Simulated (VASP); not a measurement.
# NaTa: single point with PBE

NaTa:

```
CELL_PARAMETERS angstrom
2.71876 0.00000 0.00000
0.00000 2.71876 0.00000
0.00000 0.00000 5.83767
ATOMIC_POSITIONS crystal
Na 0.50000 0.50000 0.50000
Ta 0.00000 0.00000 0.00000
```

* Program: VASP 6.6.1
* Task: single point
* Functional: PBE
* Potentials or basis: VASP PAW PBE potentials, release 64 (Na_pv, Ta_pv)
* Cutoff: 520 eV
* k mesh: 18 × 18 × 14
* Occupations: gaussian, width 0.1 eV
* Spin: no spin polarisation
* Dipole correction: no
* Further INCAR settings: ALGO = Fast; EDIFF = 1e-06; NBANDS = 16

```
Pressure               : 0.1 GPa
Band gap on the k mesh : zero (bands 9 and 10 overlap by 1.83 eV)
```

Levels at points of the mesh, in eV from the Fermi level:
| k point | band 7 | band 8 | band 9 | band 10 | band 11 | band 12 |
| --- | --- | --- | --- | --- | --- | --- |
| (0.00, 0.00, 0.00) | -6.25 | -2.68 | -2.41 | -0.43 | 3.33 | 3.99 |
| (0.50, 0.00, 0.00) | -2.62 | -2.06 | -0.31 | 0.61 | 2.62 | 3.98 |
| (0.50, 0.50, 0.00) | -3.56 | -0.42 | -0.42 | 1.63 | 5.46 | 5.46 |
| (0.00, 0.00, 0.50) | -5.91 | -3.04 | -2.40 | -1.25 | 3.98 | 3.98 |
| (0.50, 0.00, 0.50) | -2.54 | -2.29 | 0.41 | 1.19 | 1.44 | 2.61 |
| (0.50, 0.50, 0.50) | -3.54 | -0.46 | -0.46 | 2.23 | 5.11 | 6.27 |

It took 98 s on 1 thread of Intel(R) Xeon(R) 6975P-C (Granite Rapids) (shared host), peak memory 0.38 GiB.

Caveat: spin-orbit coupling is left out, which moves the levels of the heavy elements.
